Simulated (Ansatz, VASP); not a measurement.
## Two plane-wave programs on InGa2O

Contents of INCAR:

```
SYSTEM = InGa2O
PREC = Accurate
ENCUT = 600
EDIFF = 1E-7
ISMEAR = 0
SIGMA = 0.1
LREAL = .False.
LASPH = .True.
NELM = 80
ALGO = Normal
ISIF = 3
LWAVE = .False.
LCHARG = .False.
GGA = PE
IBRION = 2
NSW = 90
EDIFFG = -0.04
```

The input KPOINTS:

```
regular mesh
0
Gamma
  6 6 6
  0 0 0
```

File POSCAR:

```
InGa2O
1.0
    2.3439553500      1.3532832500      3.6252330300
   -2.3439553500      1.3532832500      3.6252330300
    0.0000000000     -2.7065665100      3.6252330300
In Ga O
1 2 1
Direct
    0.5000000000      0.5000000000      0.5000000000
    0.8209138500      0.8209138500      0.8209138500
    0.1790861500      0.1790861500      0.1790861500
    0.0000000000      0.0000000000      0.0000000000
```

Input for Ansatz:

```yaml
crystal:
  lattice:
    - [2.34395535, 1.35328325, 3.62523303]
    - [-2.34395535, 1.35328325, 3.62523303]
    - [0.0, -2.70656651, 3.62523303]
  atoms:
    - { symbol: In, position: [0.5, 0.5, 0.5] }
    - { symbol: Ga, position: [0.82091385, 0.82091385, 0.82091385] }
    - { symbol: Ga, position: [0.17908615, 0.17908615, 0.17908615] }
    - { symbol: O, position: [0.0, 0.0, 0.0] }
basis:
  ecutwfc: 420
kpoints:
  mp_grid: { grid: [6, 6, 6] }
hamiltonian:
  xc: pbe
scf:
  occupations: { method: gaussian, width: 0.1 }
  lower_state_search: "off"
output:
  forces: true
  stress: true
  eigenvalues: true
relax:
  adjacent_minimum: "off"
  f_tol: 0.04
  max_steps: 70
  cell: { stress_tol: 0.4 }
```

Alike in both runs: task relaxation of cell and atoms; functional PBE; k mesh 6 × 6 × 6; occupations gaussian, width 0.1 eV; no spin polarisation.

|  | VASP | Ansatz |
| --- | --- | --- |
| version | VASP 6.6.1 | Ansatz 0.2.0 |
| potentials or method | VASP PAW PBE potentials, release 64 (In_d, Ga_d, O), cutoff 600 eV | scalar-relativistic, plane waves, PAW |
| valence electrons in the cell | 45 | 45 |

|  | VASP | Ansatz | Ansatz less VASP |
| --- | --- | --- | --- |
| gap on the k mesh at the Fermi level, each at its own relaxed structure (eV) | none | none | - |
| relaxed volume (Å³/atom) | 21.38 | 22.23 | +0.849 |
| relaxed cell length with the largest relative difference (Å) | 4.657 | 4.779 | +0.1225 |

A gap of «none» marks a metal or a gap that the smearing closes.

Noted on VASP's run: the volume moved by over 15 % at a fixed basis, so the end points are rough.
